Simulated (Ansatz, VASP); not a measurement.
## Two plane-wave programs on SnSe2

File INCAR:

```
ALGO = Normal ; DIPOL = 0.5 0.5 0.500
EDIFF = 1E-6 ; ENCUT = 400
GGA = PE ; GGA_COMPAT = False
IDIPOL = 3 ; ISIF = 2
ISMEAR = -1 ; LASPH = True
LCHARG = False ; LDIPOL = True
LREAL = False ; LWAVE = False
NBANDS = 35 ; NELM = 120
NELMDL = -8 ; PREC = Accurate
SIGMA = 0.05
```

Contents of KPOINTS:

```
k-points
0
Gamma
  8 8 1
```

The input POSCAR:

```
SnSe2
1.0
    3.8109987816      0.0000000000      0.0000000000
   -1.9054993908      3.3004217586      0.0000000000
    0.0000000000      0.0000000000     24.2055000000
Se Sn
4 2
Direct
    0.6666666667      0.3333333334      0.3098469356
    0.3333333333      0.6666666666      0.4366156452
    0.6666666667      0.3333333334      0.5633843548
    0.3333333333      0.6666666666      0.6901530644
    0.0000000000      0.0000000000      0.3732312904
    0.0000000000      0.0000000000      0.6267687096
```

input.yaml

```yaml
crystal:
  lattice:
    - [3.8109987816, 0.0, 0.0]
    - [-1.9054993908, 3.3004217586, 0.0]
    - [0.0, 0.0, 24.2055]
  atoms:
    - { symbol: Se, position: [0.6666666667, 0.3333333334, 0.3098469356] }
    - { symbol: Sn, position: [0.0, 0.0, 0.3732312904] }
    - { symbol: Se, position: [0.3333333333, 0.6666666666, 0.4366156452] }
    - { symbol: Se, position: [0.6666666667, 0.3333333334, 0.5633843548] }
    - { symbol: Sn, position: [0.0, 0.0, 0.6267687096] }
    - { symbol: Se, position: [0.3333333333, 0.6666666666, 0.6901530644] }
hamiltonian:
  xc: pbe
  pseudopotentials: { kind: paw }
kpoints:
  mp_grid: { grid: [8, 8, 1] }
scf:
  occupations: { method: fermi_dirac, width: 0.05 }
output:
  forces: true
  eigenvalues: true
  write_density: true
  write_potential: true
  elf: true
  volumetric_format: npy
efield:
  axis: 3
  dipole_correction: true
  ramp_width: 0.04
```

Alike in both runs: task single point; functional PBE; k mesh 8 × 8 × 1; occupations fermi-dirac, width 0.05 eV; no spin polarisation.

|  | VASP | Ansatz |
| --- | --- | --- |
| version | VASP 6.6.1 | Ansatz 0.2.0 |
| potentials or method | VASP PAW PBE potentials, release 64 (Se, Sn_d) | Ansatz PAW |
| plane-wave cutoff (eV) | 400 | 420 |
| valence electrons in the cell | 52 | 92 |

```csv
,VASP,Ansatz,Ansatz less VASP
gap on the k mesh at the Fermi level (eV),0.87,0.88,+0.003
least direct gap on the mesh (eV),1.14,1.14,+0.003
rms of the force components (eV/Å),0.368,0.360,-0.0078
```

VASP's potentials hold 52 valence electrons a cell and Ansatz's 92, so a difference there can come from the potentials and not from the codes.
